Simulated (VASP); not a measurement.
Here is a VASP 6.6.1 calculation.

INCAR

```
PREC = Accurate
ENCUT = 520
EDIFF = 1E-6
ISMEAR = 0
SIGMA = 0.05
LREAL = False
LASPH = True
NELM = 80
ALGO = Normal
ISIF = 2
LWAVE = False
LCHARG = False
GGA = PE
IBRION = 2
NSW = 50
EDIFFG = -0.01
```

KPOINTS

```
Automatic mesh
0
Gamma
  12 12 6
```

File POSCAR:

```
PtS2
1.0
    3.2737974130      0.0000000000      0.0000000000
   -1.6368987065      2.8351917265      0.0000000000
    0.0000000000      0.0000000000      7.1336045629
Pt S
1 2
Direct
    0.0000000000      0.0000000000      0.0000000000
    0.3333333333      0.6666666667      0.1889525212
    0.6666666667      0.3333333333      0.8110474788
```

Potentials or basis: VASP PAW PBE potentials, release 64 (Pt, S).

Launch:

```bash
$ cat potpaw_PBE.64/Pt/POTCAR potpaw_PBE.64/S/POTCAR > POTCAR
$ mpirun -np 1 vasp_std > vasp.out
```

Problem. What does it give for the band gap on the k mesh?

Solution. 1.10 eV (least direct gap 1.54 eV).

Problem. Predict the energy gained by relaxing.

Solution. 19.4 meV/atom.

Forces in eV/Å, atoms in the order of the input:
```
Pt   0.000  0.000  0.000
S    0.000  0.000 -0.004
S    0.000  0.000  0.004
```

Caveat: spin-orbit coupling is left out, which moves the levels of the heavy elements. A k mesh can miss the band edges.
